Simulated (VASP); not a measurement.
# O (P6_3/mmc) in VASP: electric field gradients with PBEsol

Aim: the electric field gradients of O with PBEsol.

Program: VASP 6.6.1. These are calculated values, not measurements. Logs are shortened: lines on timing, memory, paths and dates and some standing lists are left out, and cuts for length are marked.

### 1 The cell of the first run

The structure is hexagonal, space group P6_3/mmc (No. 194). The conventional cell has a = 2.503 Å, b = 2.503 Å, c = 4.055 Å, α = 90.00°, β = 90.00°, γ = 120.00°. Within 3.3 Å of O (site symmetry -6m2) lie 12 O at 2.49 to 2.50 Å.

### 2 Electric field gradients, PBEsol

File INCAR:

```
PREC = Accurate
ENCUT = 520
EDIFF = 1E-8
ISMEAR = -1
SIGMA = 0.05
LREAL = F
LASPH = T
NELM = 100
ALGO = Normal
ISIF = 2
LWAVE = F
LCHARG = F
GGA = PS
LEFG = T
NBANDS = 13
```

File KPOINTS:

```
regular mesh
0
Gamma
  14 14 8
```

File POSCAR:

```
O
1.0
    2.5029894065      0.0000000000      0.0000000000
   -1.2514947032      2.1676524114      0.0000000000
    0.0000000000      0.0000000000      4.0548428385
O
2
Direct
    0.3333333333      0.6666666667      0.2500000000
    0.6666666667      0.3333333333      0.7500000000
```

Potentials or basis: VASP PAW PBE potentials, release 64 (O).

Launch:

```bash
> cat potpaw_PBE.64/O/POTCAR > POTCAR
> mpirun -np 1 vasp_std > vasp.out
```

OUTCAR:

```text
PREC = Accurate
   ENCUT = 520
   EDIFF = 1E-8
   ISMEAR = -1
   LREAL = F
   LASPH = T
   NELM = 100
   ISIF = 2
   GGA = PS

 ion  position               nearest neighbor table
   1  0.333  0.667  0.250-
   2  0.667  0.333  0.750-

  LATTYP: Found a hexagonal cell.
 ALAT       =     2.5029894065
 C/A-ratio  =     1.6200000000

  Lattice vectors:

 A1 = (   2.5029894065,   0.0000000000,   0.0000000000)
 A2 = (  -1.2514947032,   2.1676524114,   0.0000000000)
 A3 = (   0.0000000000,   0.0000000000,   4.0548428385)

Analysis of symmetry for initial positions (statically):
=====================================================================
 Subroutine PRICEL returns:
 Original cell was already a primitive cell.

 Routine SETGRP: Setting up the symmetry group for a
 hexagonal supercell.

 Subroutine GETGRP returns: Found 24 space group operations
 (whereof 12 operations were pure point group operations)
 out of a pool of 24 trial point group operations.

The static configuration has the point symmetry D_3d.
 The point group associated with its full space group is D_6h.

Analysis of symmetry for dynamics (positions and initial velocities):
=====================================================================
 Subroutine PRICEL returns:
 Original cell was already a primitive cell.

 Routine SETGRP: Setting up the symmetry group for a
 hexagonal supercell.

 Subroutine GETGRP returns: Found 24 space group operations
 (whereof 12 operations were pure point group operations)
 out of a pool of 24 trial point group operations.

The dynamic configuration has the point symmetry D_3d.
 The point group associated with its full space group is D_6h.

 Subroutine INISYM returns: Found 24 space group operations
 (whereof 12 operations are pure point group operations),
 and found     1 'primitive' translations

----------------------------------------------------------------------------------------

                                     Primitive cell

  volume of cell :      22.0000

  direct lattice vectors                    reciprocal lattice vectors
     2.502989406  0.000000000  0.000000000     0.399522266  0.230664288  0.000000000
    -1.251494703  2.167652411  0.000000000     0.000000000  0.461328576  0.000000000
     0.000000000  0.000000000  4.054842838     0.000000000  0.000000000  0.246618683

  length of vectors
     2.502989406  2.502989406  4.054842838     0.461328576  0.461328576  0.246618683

  position of ions in fractional coordinates (direct lattice)
     0.333333333  0.666666667  0.250000000
     0.666666667  0.333333333  0.750000000

  ion indices of the primitive-cell ions
   primitive index   ion index
                 1           1
                 2           2

----------------------------------------------------------------------------------------

 KPOINTS: regular mesh

Automatic generation of k-mesh.
 Grid dimensions read from file:
 generate k-points for:   14   14    8

 Generating k-lattice:

  Cartesian coordinates                     Fractional coordinates (reciprocal lattice)
     0.028537305  0.016476021  0.000000000     0.071428571  0.000000000  0.000000000
     0.000000000  0.032952041  0.000000000     0.000000000  0.071428571  0.000000000
     0.000000000  0.000000000  0.030827335     0.000000000  0.000000000  0.125000000

  Length of vectors
     0.032952041  0.032952041  0.030827335

  Shift w.r.t. Gamma in fractional coordinates (k-lattice)
     0.000000000  0.000000000  0.000000000

 Subroutine IBZKPT returns following result:
 ===========================================

 Found    120 irreducible k-points:

 Following reciprocal coordinates:
            Coordinates               Weight
  0.000000  0.000000  0.000000      1.000000
  0.071429  0.000000  0.000000      6.000000
  0.142857  0.000000  0.000000      6.000000
  0.214286  0.000000  0.000000      6.000000
  0.285714  0.000000  0.000000      6.000000
  0.357143  0.000000  0.000000      6.000000
[... 16 lines left out ...]
  0.285714  0.285714  0.000000      6.000000
  0.357143  0.285714  0.000000      6.000000
 [... further k-points ...]
   k-points           NKPTS =    120   k-points in BZ     NKDIM =    120   number of bands    NBANDS=     13
   number of dos      NEDOS =    301   number of ions     NIONS =      2
   total plane-waves  NPLWV =  12000
   dimension x,y,z NGX =    20 NGY =   20 NGZ =   30
   dimension x,y,z NGXF=    40 NGYF=   40 NGZF=   60
   ions per type =               2
   NGX,Y,Z   is equivalent  to a cutoff of  13.28, 13.28, 12.30 a.u.
   NGXF,Y,Z  is equivalent  to a cutoff of  26.57, 26.57, 24.60 a.u.
 SYSTEM =  unknown system
   PREC   = accura    normal or accurate (medium, high low for compatibility)
   ISTART =      0    job   : 0-new  1-cont  2-samecut
   ICHARG =      2    charge: 1-file 2-atom 10-const
   ISPIN  =      1    spin polarized calculation?
   LNONCOLLINEAR =      F non collinear calculations
   LSORBIT =      F    spin-orbit coupling
   LASPH  =      T    aspherical Exc in radial PAW
   ENCUT  =  520.0 eV  38.22 Ry    6.18 a.u.   4.65  4.65  7.54*2*pi/ulx,y,z
   NELM   =    100;   NELMIN=  2; NELMDL= -5     # of ELM steps
   EDIFF  = 0.1E-07   stopping-criterion for ELM
   LREAL  =      F    real-space projection
   EDIFFG = 0.1E-06   stopping-criterion for IOM
   NSW    =      0    number of steps for IOM
   IBRION =     -1    ionic relax: 0-MD 1-quasi-New 2-CG
   NFREE  =      0    steps in history (QN), initial steepest desc. (CG)
   ISIF   =      2    stress and relaxation
   ISYM   =      2    0-nonsym 1-usesym 2-fastsym
   POTIM  = 0.5000    time-step for ionic-motion
   TEBEG  =    0.0;   TEEND  =   0.0 temperature during run
   PSTRESS=    0.0 pullay stress
   NELECT =      12.0000    total number of electrons
   NUPDOWN=      -1.0000    fix difference up-down
   EMIN   =  10.00;   EMAX   =-10.00  energy-range for DOS
   EFERMI =   0.00;   METHOD = LEGACY
   ISMEAR =    -1;   SIGMA  =   0.05  broadening in eV -4-tet -1-fermi 0-gaus
   EFERMI_NEDOS =   21; number of points for ismear=-14 and -15
   IALGO  =     38    algorithm
   IMIX   =      4    mixing-type and parameters
     AMIX     =   0.40;   BMIX     =  1.00
     AMIX_MAG =   1.60;   BMIX_MAG =  1.00
  volume/ion in A,a.u.               =      11.00        74.23
  Fermi-wavevector in a.u.,A,eV,Ry     =   1.337604  2.527706 24.343347  1.789186
  Thomas-Fermi vector in A             =   2.466140
   LORBIT       =      0    0 simple, 1 ext, 2 COOP (PROOUT), +10 PAW based schemes
   GGA     = PS    functional components
   LHFCALC =     F    Hartree Fock is set to
   AEXX    =    0.0000 exact exchange contribution
   IVDW    =     0    specifies the selected vdW correction
   LEPSILON=     F    determine dielectric tensor
   LRPA    =     F    only Hartree local field effects (RPA)
 non-spin polarized calculation
  energy-cutoff  :      520.00
  volume of cell :       22.00
 maximum number of plane-waves:       606
 NGX is ok and might be reduce to    20
   NGX =  9   NGY =  9   NGZ = 15

 number of electron      11.9999993 magnetization

 Free energy of the ion-electron system (eV)
  ---------------------------------------------------
  ext. energy  EPLUGINS =         0.00000000
  ---------------------------------------------------
  free energy    TOTEN  =        -4.49845633 eV

  energy without entropy =       -4.46662494  energy(sigma->0) =       -4.48254064

 E-fermi :  -1.4575     XC(G=0): -10.6219

 val. band max:       -1.4675289031   @ k =   0.0714   0.0714   0.1250
 cond. band min:      -1.4500388573   @ k =   0.4286   0.0000   0.0000
 fundamental gap:      0.0174900458
 Fermi energy:        -1.4575046420

 k-point     1 :       0.0000    0.0000    0.0000
  band No.  band energies     occupation
      1     -19.8294      2.00000
      2     -17.4406      2.00000
      3      -5.8502      2.00000
      4      -0.8848      0.00002
      5      -0.8848      0.00002
      6      -0.3666      0.00000
      7      -0.3666      0.00000
      8      -0.3445      0.00000
      9      11.9896      0.00000
     10      16.7176      0.00000
     11      18.9721      0.00000
     12      27.5388      0.00000
     13      27.5388      0.00000
[... 353 lines left out ...]
 k-point    24 :       0.3571    0.2857    0.0000
  band No.  band energies     occupation
      1     -17.0601      2.00000
      2     -16.8529      2.00000
      3      -4.6270      2.00000
      4      -3.4966      2.00000
      5      -3.4643      2.00000
      6      -2.5180      2.00000
      7      -2.3929      2.00000
      8      -2.0964      1.99999
      9      16.3840      0.00000
     10      17.2167      0.00000
     11      19.0295      0.00000
     12      19.4385      0.00000
     13      22.7764      0.00000

 [... further k-points ...]

------------------------ aborting loop because EDIFF is reached ----------------------------------------

  FORCE on cell =-STRESS in cart. coord.  units (eV):
  Direction    XX          YY          ZZ          XY          YZ          ZX
  --------------------------------------------------------------------------------------
  -------------------------------------------------------------------------------------
  Total       -3.3296684     -3.3296684     -4.3120520     -0.0000000      0.0000000      0.0000000
  in kB     -242.4872367   -242.4872367   -314.0305423     -0.0000000      0.0000000      0.0000000
  external PRESSURE =    -266.3350053 kB  Pullay stress =       0.0000000 kB

 VOLUME and BASIS-vectors are now :
 -----------------------------------------------------------------------------
  energy-cutoff  :      520.00
  volume of cell :       22.00
      direct lattice vectors                 reciprocal lattice vectors
     2.502989406  0.000000000  0.000000000     0.399522266  0.230664288  0.000000000
    -1.251494703  2.167652411  0.000000000     0.000000000  0.461328576  0.000000000
     0.000000000  0.000000000  4.054842838     0.000000000  0.000000000  0.246618683

 POSITION                                       TOTAL-FORCE (eV/Angst)
 -----------------------------------------------------------------------------------
     -0.00000      1.44510      1.01371        -0.000000      0.000000      0.000000
      1.25149      0.72255      3.04113         0.000000     -0.000000      0.000000
 -----------------------------------------------------------------------------------
    total drift:                                0.000000     -0.000000      0.000000

  FREE ENERGIE OF THE ION-ELECTRON SYSTEM (eV)
  ---------------------------------------------------
  free  energy   TOTEN  =        -4.4984563325 eV

  energy  without entropy=       -4.4666249390  energy(sigma->0) =       -4.48254064

 Electric field gradients (V/A^2)
---------------------------------------------------------------------
 ion       V_xx      V_yy      V_zz      V_xy      V_xz      V_yz
---------------------------------------------------------------------
   1      -8.350    -8.350    16.701     0.000    -0.000     0.000
   2      -8.350    -8.350    16.701     0.000     0.000    -0.000
---------------------------------------------------------------------

 Electric field gradients after diagonalization (V/A^2)
 (convention: |V_zz| > |V_xx| > |V_yy|)
----------------------------------------------------------------------
 ion       V_xx      V_yy      V_zz     asymmetry (V_yy - V_xx)/ V_zz
----------------------------------------------------------------------
   1      -8.350    -8.350    16.701       0.000
   2      -8.350    -8.350    16.701       0.000
----------------------------------------------------------------------

           NMR quadrupolar parameters

 Cq : quadrupolar parameter    Cq=e*Q*V_zz/h
 eta: asymmetry parameters     (V_yy - V_xx)/ V_zz
 Q  : nuclear electric quadrupole moment in mb (millibarn)
----------------------------------------------------------------------
 ion       Cq(MHz)       eta       Q (mb)
----------------------------------------------------------------------
   1       0.040       0.000       1.000
   2       0.040       0.000       1.000
----------------------------------------------------------------------
```

It took 12 s on 1 thread of Intel Xeon 6975P-C (Granite Rapids), shared host; peak memory 0.14 GiB.

Results:

- Free energy: -4.4985 eV
- Pressure: -26.6 GPa
- Band gap on the k mesh: zero (bands 6 and 7 overlap by 2.03 eV)
- Largest electric field gradient by atom: O +16.7 V/Å²

Electric field gradients, principal values (V/Å²):
```
atom   least  middle  greatest (by size)
 1 O  -8.350  -8.350              16.701
 2 O  -8.350  -8.350              16.701
```

Caveat: the stress differs along the axes, from -31 to -24 GPa; the nearest neighbours stand farther apart than a usual bond; without QUAD_EFG the Cq values of the log hold for a quadrupole moment of 1 mb, not for the nuclei; the PAW data sets were made with another functional, which shifts forces and pressure a little.
